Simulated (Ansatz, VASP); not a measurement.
## One calculation of BP, two programs

INCAR

```
SYSTEM = BP
PREC     = Accurate       ! precision mode
ENCUT    = 520            ! plane-wave cutoff, eV
EDIFF    = 1E-6           ! SCF threshold, eV
ISMEAR   = -1             ! smearing method
SIGMA    = 0.05           ! smearing width, eV
LREAL    = .False.        ! projectors in reciprocal space
LASPH    = .True.         ! aspherical terms in the spheres
NELM     = 100            ! most SCF steps
ALGO     = Normal         ! electronic algorithm
ISIF     = 2              ! what is computed and relaxed
LWAVE    = .False.        ! write WAVECAR
LCHARG   = .True.         ! write CHGCAR
GGA      = RE             ! functional
LELF     = .True.         ! ELF
LVHAR    = .True.       
NBANDS   = 11             ! bands
```

The input KPOINTS:

```
regular mesh
0
Gamma
  10 10 10
  0 0 0
```

Contents of POSCAR:

```
BP
1.0
    0.0000000000      2.2840269280      2.2840269280
    2.2840269280      0.0000000000      2.2840269280
    2.2840269280      2.2840269280      0.0000000000
P B
1 1
Direct
    0.7500000000      0.7500000000      0.7500000000
    0.0000000000      0.0000000000      0.0000000000
```

File input.yaml:

```yaml
crystal:
  lattice:
    - [0.0, 2.284026928, 2.284026928]
    - [2.284026928, 0.0, 2.284026928]
    - [2.284026928, 2.284026928, 0.0]
  atoms:
    - { symbol: P, position: [0.75, 0.75, 0.75] }
    - { symbol: B, position: [0.0, 0.0, 0.0] }
hamiltonian:
  xc: revpbe
  pseudopotentials: { kind: paw }
kpoints:
  mp_grid: { grid: [10, 10, 10] }
scf:
  occupations: { method: fermi_dirac, width: 0.05 }
output:
  forces: true
  stress: true
  eigenvalues: true
```

Alike in both runs: task single point; functional revPBE; k mesh 10 × 10 × 10; occupations fermi-dirac, width 0.05 eV; no spin polarisation.

|  | VASP | Ansatz |
| --- | --- | --- |
| version | VASP 6.6.1 | Ansatz 0.2.0 |
| potentials or method | VASP PAW PBE potentials, release 64 (P, B) | Ansatz PAW |
| plane-wave cutoff (eV) | 520 | 420 |
| valence electrons in the cell | 8 | 8 |

Ansatz gave:

```
gap on the k mesh at the Fermi level (eV) : 1.29
least direct gap on the mesh (eV)         : 3.38
pressure (GPa)                            : 0.1
```

Problem. Which values does VASP return?

Solution. gap on the k mesh at the Fermi level (eV): 1.27; least direct gap on the mesh (eV): 3.37; pressure (GPa): -0.3.

VASP's potentials were made for PBE, not for revPBE.
